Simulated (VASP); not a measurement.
Here is a VASP 6.6.1 calculation.

The input INCAR:

```
PREC     = Accurate       # precision mode
ENCUT    = 690            # plane-wave cutoff, eV
EDIFF    = 1E-6           # SCF threshold, eV
ISMEAR   = 0              # smearing method
SIGMA    = 0.1            # smearing width, eV
LREAL    = F              # projectors in reciprocal space
LASPH    = T              # aspherical terms in the spheres
NELM     = 200            # most SCF steps
ALGO     = Normal         # electronic algorithm
ISIF     = 2              # what is computed and relaxed
LWAVE    = F              # write WAVECAR
LCHARG   = F              # write CHGCAR
ISPIN    = 2              # spin polarisation
MAGMOM   = 4 4 4 4 4 4 3 3 3 3 # initial moments
LORBIT   = 11             # projections on sites
LMAXMIX  = 4              # l up to which the mixer works
GGA      = PE             # functional
NBANDS   = 97             # bands
GGA_COMPAT= F
```

KPOINTS

```
Automatic mesh
0
Gamma
  6 6 1
```

The input POSCAR:

```
Fe3Co2
1.0
    2.5072242500      0.0000000000      0.0000000000
   -1.2536121250      2.1713198935      0.0000000000
    0.0000000000      0.0000000000     21.2652025518
Fe Co
6 4
Direct
    0.3333333333      0.6666666667      0.0000000000
    0.3333333333      0.6666666667      0.1986389584
    0.3333333333      0.6666666667      0.3973553623
    0.3333333333      0.6666666667      0.6026446377
    0.3333333333      0.6666666667      0.8013610416
    0.6666666667      0.3333333333      0.5000000000
    0.6666666667      0.3333333333      0.0993419921
    0.6666666667      0.3333333333      0.2977749931
    0.6666666667      0.3333333333      0.7022250069
    0.6666666667      0.3333333333      0.9006580079
```

Potentials or basis: VASP PAW PBE potentials, release 64 (Fe_sv, Co_sv).

The run is started by

```sh
$ cat potpaw_PBE.64/Fe_sv/POTCAR potpaw_PBE.64/Co_sv/POTCAR > POTCAR
$ mpirun -np 1 vasp_std > vasp.out
```

**Question.** Predict the pressure.

**Answer.** -1.6 GPa.

**Question.** Predict the largest force.

**Answer.** 0.011 eV/Å.

Stress tensor (GPa, compression positive):
```
-1.60  0.00  0.00
 0.00 -1.60  0.00
 0.00  0.00 -1.69
```

Caveat: the k points lie up to 0.48 Å⁻¹ apart; the highest band is partly filled, so the run has too few bands.
